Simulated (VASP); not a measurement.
# Si4F in VASP: single point with PBE+D3(BJ)

Aim: the single point of Si4F with PBE+D3(BJ).

Everything below comes from runs of VASP 6.6.1. Logs are shortened: lines on timing, memory, paths and dates and some standing lists are left out, and cuts for length are marked.

## 1. The cell of the first run

The cell holds a slab with vacuum, 20 atoms: a = 7.667 Å, b = 7.667 Å, c = 21.537 Å, α = 90.00°, β = 90.00°, γ = 120.00°.

## 2. Single point, PBE+D3(BJ)

File INCAR:

```
  ALGO = Normal
  DIPOL = 0.5 0.5 0.504
  EDIFF = 1E-6
  ENCUT = 520
  GGA = PE
  IDIPOL = 3
  ISIF = 2
  ISMEAR = 0
  IVDW = 12
  LASPH = True
  LCHARG = False
  LDIPOL = True
  LREAL = Auto
  LWAVE = False
  NBANDS = 62
  NELM = 60
  PREC = Accurate
  SIGMA = 0.05
```

File KPOINTS:

```
k-points
0
Gamma
  3 3 1
```

File POSCAR:

```
Si4F
1.0
    7.6671877233      0.0000000000      0.0000000000
   -3.8335938617      6.6399793440      0.0000000000
    0.0000000000      0.0000000000     21.5371453509
Si F
16 4
Direct
    0.6666666667      0.3333333333      0.4468790939
    0.6666666667      0.8333333333      0.4468790939
    0.1666666667      0.3333333333      0.4468790939
    0.1666666667      0.8333333333      0.4468790939
    0.5000000000      0.5000000000      0.4832130211
    0.5000000000      0.0000000000      0.4832130211
    0.0000000000      0.5000000000      0.4832130211
    0.0000000000      0.0000000000      0.4832130211
    0.0000000000      0.5000000000      0.5933992553
    0.0000000000      0.0000000000      0.5933992553
    0.5000000000      0.5000000000      0.5933992553
    0.5000000000      0.0000000000      0.5933992553
    0.8333333333      0.6666666667      0.6250545652
    0.8333333333      0.1666666667      0.6250545652
    0.3333333333      0.6666666667      0.6250545652
    0.3333333333      0.1666666667      0.6250545652
    0.6666666667      0.3333333333      0.3716414400
    0.6666666667      0.8333333333      0.3716414400
    0.1666666667      0.3333333333      0.3716414400
    0.1666666667      0.8333333333      0.3716414400
```

Potentials or basis: VASP PAW PBE potentials, release 64 (Si, F).

On the command line:

```
> cat potpaw_PBE.64/Si/POTCAR potpaw_PBE.64/F/POTCAR > POTCAR
> mpirun -np 1 vasp_std > vasp.out
```

OUTCAR:

```text
EDIFF = 1E-6
   ENCUT = 520
   GGA = PE
   ISIF = 2
   ISMEAR = 0
   IVDW = 12
   LASPH = True
   LREAL = Auto
   NELM = 60
   PREC = Accurate
 IVDW          = 12

 ion  position               nearest neighbor table
   1  0.667  0.333  0.447-  17 1.62   7 2.35   6 2.35   5 2.35
   2  0.667  0.833  0.447-  18 1.62   8 2.35   5 2.35   6 2.35
   3  0.167  0.333  0.447-  19 1.62   5 2.35   8 2.35   7 2.35
   4  0.167  0.833  0.447-  20 1.62   6 2.35   7 2.35   8 2.35
   5  0.500  0.500  0.483-   3 2.35   2 2.35   1 2.35  11 2.37
   6  0.500  0.000  0.483-   4 2.35   1 2.35   2 2.35  12 2.37
   7  0.000  0.500  0.483-   1 2.35   4 2.35   3 2.35   9 2.37
   8  0.000  0.000  0.483-   2 2.35   3 2.35   4 2.35  10 2.37
   9  0.000  0.500  0.593-  15 2.32  14 2.32  13 2.32   7 2.37
  10  0.000  0.000  0.593-  16 2.32  13 2.32  14 2.32   8 2.37
  11  0.500  0.500  0.593-  13 2.32  16 2.32  15 2.32   5 2.37
  12  0.500  0.000  0.593-  14 2.32  15 2.32  16 2.32   6 2.37
  13  0.833  0.667  0.625-  11 2.32  10 2.32   9 2.32
  14  0.833  0.167  0.625-  12 2.32   9 2.32  10 2.32
  15  0.333  0.667  0.625-   9 2.32  12 2.32  11 2.32
  16  0.333  0.167  0.625-  10 2.32  11 2.32  12 2.32
  17  0.667  0.333  0.372-   1 1.62
  18  0.667  0.833  0.372-   2 1.62
  19  0.167  0.333  0.372-   3 1.62
  20  0.167  0.833  0.372-   4 1.62

  LATTYP: Found a hexagonal cell.
 ALAT       =     7.6671877233
 C/A-ratio  =     2.8090019611

  Lattice vectors:

 A1 = (   7.6671877233,   0.0000000000,   0.0000000000)
 A2 = (  -3.8335938617,   6.6399793440,   0.0000000000)
 A3 = (   0.0000000000,   0.0000000000,  21.5371453509)

Analysis of symmetry for initial positions (statically):
=====================================================================
 Subroutine PRICEL returns following result:

  LATTYP: Found a hexagonal cell.
 ALAT       =     3.8335938616
 C/A-ratio  =     5.6180039222

  Lattice vectors:

 A1 = (   3.8335938616,   0.0000000000,   0.0000000000)
 A2 = (  -1.9167969308,   3.3199896720,   0.0000000000)
 A3 = (   0.0000000000,   0.0000000000,  21.5371453509)

   4 primitive cells build up your supercell.

 Routine SETGRP: Setting up the symmetry group for a
 hexagonal supercell.

 Subroutine GETGRP returns: Found  6 space group operations
 (whereof  6 operations were pure point group operations)
 out of a pool of 24 trial point group operations.

The static configuration has the point symmetry C_3v.

Analysis of symmetry for dynamics (positions and initial velocities):
=====================================================================
 Subroutine PRICEL returns following result:

  LATTYP: Found a hexagonal cell.
 ALAT       =     3.8335938616
 C/A-ratio  =     5.6180039222

  Lattice vectors:

 A1 = (   3.8335938616,   0.0000000000,   0.0000000000)
 A2 = (  -1.9167969308,   3.3199896720,   0.0000000000)
 A3 = (   0.0000000000,   0.0000000000,  21.5371453509)

   4 primitive cells build up your supercell.

 Routine SETGRP: Setting up the symmetry group for a
 hexagonal supercell.

 Subroutine GETGRP returns: Found  6 space group operations
 (whereof  6 operations were pure point group operations)
 out of a pool of 24 trial point group operations.

The dynamic configuration has the point symmetry C_3v.

 Subroutine INISYM returns: Found  6 space group operations
 (whereof  6 operations are pure point group operations),
 and found     4 'primitive' translations

----------------------------------------------------------------------------------------

                                     Primitive cell

  volume of cell :     274.1138

  direct lattice vectors                    reciprocal lattice vectors
     3.833593862  0.000000000  0.000000000     0.260851837  0.150602878  0.000000000
    -1.916796931  3.319989672  0.000000000     0.000000000  0.301205756  0.000000000
     0.000000000  0.000000000 21.537145351     0.000000000  0.000000000  0.046431409

  length of vectors
     3.833593862  3.833593862 21.537145351     0.301205756  0.301205756  0.046431409

  position of ions in fractional coordinates (direct lattice)
     0.333333333  0.666666667  0.446879094
     0.000000000  0.000000000  0.483213021
     0.000000000  0.000000000  0.593399255
     0.666666667  0.333333333  0.625054565
     0.333333333  0.666666667  0.371641440

  ion indices of the primitive-cell ions
   primitive index   ion index
                 1           1
                 2           5
                 3          11
                 4          14
                 5          17

----------------------------------------------------------------------------------------

 KPOINTS: k-points

Automatic generation of k-mesh.
 Grid dimensions read from file:
 generate k-points for:    3    3    1

 Generating k-lattice:

  Cartesian coordinates                     Fractional coordinates (reciprocal lattice)
     0.043475306  0.025100480  0.000000000     0.333333333  0.000000000  0.000000000
     0.000000000  0.050200959  0.000000000     0.000000000  0.333333333  0.000000000
     0.000000000  0.000000000  0.046431409     0.000000000  0.000000000  1.000000000

  Length of vectors
     0.050200959  0.050200959  0.046431409

  Shift w.r.t. Gamma in fractional coordinates (k-lattice)
     0.000000000  0.000000000  0.000000000

 Subroutine IBZKPT returns following result:
 ===========================================

 Found      3 irreducible k-points:

 Following reciprocal coordinates:
            Coordinates               Weight
  0.000000  0.000000  0.000000      1.000000
  0.333333 -0.000000  0.000000      6.000000
  0.333333  0.333333  0.000000      2.000000
   k-points           NKPTS =      3   k-points in BZ     NKDIM =      3   number of bands    NBANDS=     62
   number of dos      NEDOS =    301   number of ions     NIONS =     20
   total plane-waves  NPLWV = 576000
   dimension x,y,z NGX =    60 NGY =   60 NGZ =  160
   dimension x,y,z NGXF=   120 NGYF=  120 NGZF=  320
   ions per type =              16   4
   NGX,Y,Z   is equivalent  to a cutoff of  13.01, 13.01, 12.35 a.u.
   NGXF,Y,Z  is equivalent  to a cutoff of  26.02, 26.02, 24.70 a.u.
 SYSTEM =  unknown system
   PREC   = accura    normal or accurate (medium, high low for compatibility)
   ISTART =      0    job   : 0-new  1-cont  2-samecut
   ICHARG =      2    charge: 1-file 2-atom 10-const
   ISPIN  =      1    spin polarized calculation?
   LNONCOLLINEAR =      F non collinear calculations
   LSORBIT =      F    spin-orbit coupling
   LASPH  =      T    aspherical Exc in radial PAW
   ENCUT  =  520.0 eV  38.22 Ry    6.18 a.u.  14.26 14.26 40.04*2*pi/ulx,y,z
   NELM   =     60;   NELMIN=  2; NELMDL= -5     # of ELM steps
   EDIFF  = 0.1E-05   stopping-criterion for ELM
   LREAL  =      T    real-space projection
   EDIFFG = 0.1E-04   stopping-criterion for IOM
   NSW    =      0    number of steps for IOM
   IBRION =     -1    ionic relax: 0-MD 1-quasi-New 2-CG
   NFREE  =      0    steps in history (QN), initial steepest desc. (CG)
   ISIF   =      2    stress and relaxation
   ISYM   =      2    0-nonsym 1-usesym 2-fastsym
   POTIM  = 0.5000    time-step for ionic-motion
   TEBEG  =    0.0;   TEEND  =   0.0 temperature during run
   PSTRESS=    0.0 pullay stress
   NELECT =      92.0000    total number of electrons
   NUPDOWN=      -1.0000    fix difference up-down
   EMIN   =  10.00;   EMAX   =-10.00  energy-range for DOS
   EFERMI =   0.00;   METHOD = LEGACY
   ISMEAR =     0;   SIGMA  =   0.05  broadening in eV -4-tet -1-fermi 0-gaus
   EFERMI_NEDOS =   21; number of points for ismear=-14 and -15
   IALGO  =     38    algorithm
   IMIX   =      4    mixing-type and parameters
     AMIX     =   0.40;   BMIX     =  1.00
     AMIX_MAG =   1.60;   BMIX_MAG =  1.00
  volume/ion in A,a.u.               =      54.82       369.96
  Fermi-wavevector in a.u.,A,eV,Ry     =   0.716705  1.354376  6.988852  0.513666
  Thomas-Fermi vector in A             =   1.805195
   LORBIT       =      0    0 simple, 1 ext, 2 COOP (PROOUT), +10 PAW based schemes
   GGA     = PE    functional components
   LHFCALC =     F    Hartree Fock is set to
   AEXX    =    0.0000 exact exchange contribution
   IVDW    =    12    specifies the selected vdW correction
   LEPSILON=     F    determine dielectric tensor
   LRPA    =     F    only Hartree local field effects (RPA)
 non-spin polarized calculation
 Gauss-broadening in eV      SIGMA  =   0.05
  energy-cutoff  :      520.00
  volume of cell :     1096.46
 maximum number of plane-waves:     29568
 NGX is ok and might be reduce to    60
   NGX = 29   NGY = 29   NGZ = 81

 dipolmoment           0.000000      0.000000      0.000019 electrons x Angstroem

 number of electron      91.9999957 magnetization

 dipolmoment           0.000000      0.000000     -0.535421 electrons x Angstroem

 Free energy of the ion-electron system (eV)
  ---------------------------------------------------
  ext. energy  EPLUGINS =         0.00000000
  ---------------------------------------------------
  free energy    TOTEN  =      -101.99259313 eV

  energy without entropy =     -101.93235862  energy(sigma->0) =     -101.96247588

 E-fermi :  -2.1624     XC(G=0):  -3.7033

 val. band max:       -2.1711044605   @ k =   0.3333  -0.0000   0.0000
 cond. band min:      -2.1124625833   @ k =   0.3333  -0.0000   0.0000
 fundamental gap:      0.0586418772
 Fermi energy:        -2.1623753854

 k-point     1 :       0.0000    0.0000    0.0000
  band No.  band energies     occupation
      1     -26.6019      2.00000
      2     -26.5772      2.00000
      3     -26.5772      2.00000
      4     -26.5772      2.00000
      5     -13.6045      2.00000
      6     -12.3547      2.00000
[... 50 lines left out ...]
     57       0.8671      0.00000
     58       0.8671      0.00000

 k-point     2 :       0.3333   -0.0000    0.0000
  band No.  band energies     occupation
      1     -26.5958      2.00000
      2     -26.5833      2.00000
      3     -26.5772      2.00000
      4     -26.5772      2.00000
      5     -13.2874      2.00000
      6     -12.3854      2.00000
[... 50 lines left out ...]
     57       1.0611      0.00000
     58       1.4115      0.00000

 k-point     3 :       0.3333    0.3333    0.0000
  band No.  band energies     occupation
      1     -26.5865      2.00000
      2     -26.5865      2.00000
      3     -26.5865      2.00000
      4     -26.5742      2.00000
      5     -12.6732      2.00000
      6     -12.6732      2.00000
[... 50 lines left out ...]
     57       1.8415      0.00000
     58       1.8415      0.00000
 [bands above 58 left out]

------------------------ aborting loop because EDIFF is reached ----------------------------------------

 vacuum level on the upper side and lower side of the slab       (xc-potential included)        -1.072         0.775

 Edisp (eV)   -4.01992

 E8    (eV) :    -1.7166

  FORCE on cell =-STRESS in cart. coord.  units (eV):
  Direction    XX          YY          ZZ          XY          YZ          ZX
  --------------------------------------------------------------------------------------
  -------------------------------------------------------------------------------------
  Total       2.79080     2.79080     0.67041    -0.00000     0.00000     0.00000
  in kB       4.07801     4.07801     0.97963    -0.00000     0.00000     0.00000
  external pressure =        3.05 kB  Pullay stress =        0.00 kB

 VOLUME and BASIS-vectors are now :
 -----------------------------------------------------------------------------
  energy-cutoff  :      520.00
  volume of cell :     1096.46
      direct lattice vectors                 reciprocal lattice vectors
     7.667187723  0.000000000  0.000000000     0.130425918  0.075301439  0.000000000
    -3.833593862  6.639979344  0.000000000     0.000000000  0.150602878  0.000000000
     0.000000000  0.000000000 21.537145351     0.000000000  0.000000000  0.046431409

 POSITION                                       TOTAL-FORCE (eV/Angst)
 -----------------------------------------------------------------------------------
      3.83359      2.21333      9.62450         0.000000     -0.000000      0.321563
      1.91680      5.53332      9.62450         0.000000     -0.000000      0.321563
      0.00000      2.21333      9.62450         0.000000     -0.000000      0.321563
     -1.91680      5.53332      9.62450         0.000000      0.000000      0.321563
      1.91680      3.31999     10.40703         0.000000     -0.000000     -0.113729
      3.83359      0.00000     10.40703         0.000000     -0.000000     -0.113729
[... 12 lines left out ...]
      0.00000      2.21333      8.00410        -0.000000      0.000000     -0.200059
     -1.91680      5.53332      8.00410        -0.000000      0.000000     -0.200059
 -----------------------------------------------------------------------------------
    total drift:                               -0.000003      0.000001      0.048431

  FREE ENERGIE OF THE ION-ELECTRON SYSTEM (eV)
  ---------------------------------------------------
  free  energy   TOTEN  =      -106.0125086027 eV

  energy  without entropy=     -105.9522740880  energy(sigma->0) =     -105.98239135

 vacuum level on the upper side and lower side of the slab         2.493         4.388
```

Wall time 11 min (1 thread of AMD EPYC 7R13 (Zen 3), shared host); peak memory 1.1 GiB.

What came out:

```yaml
Free_energy: -106.0125 eV
Largest_force: 0.322 eV/Å
Band_gap_on_the_k_mesh: zero (band 46 reaches -1.92 eV, above the bottom of band 47 at -2.23 eV)
Dispersion_energy_per_atom: -0.201 eV
```

Forces on the atoms (eV/Å):
```
Si   0.000  0.000  0.322
Si   0.000  0.000  0.322
Si   0.000  0.000  0.322
Si   0.000  0.000  0.322
Si   0.000  0.000 -0.114
Si   0.000  0.000 -0.114
Si   0.000  0.000 -0.114
Si   0.000  0.000 -0.114
Si   0.000  0.000  0.005
Si   0.000  0.000  0.005
Si   0.000  0.000  0.005
Si   0.000  0.000  0.005
Si   0.000  0.000 -0.013
Si   0.000  0.000 -0.013
Si   0.000  0.000 -0.013
Si   0.000  0.000 -0.013
F    0.000  0.000 -0.200
F    0.000  0.000 -0.200
F    0.000  0.000 -0.200
F    0.000  0.000 -0.200
```
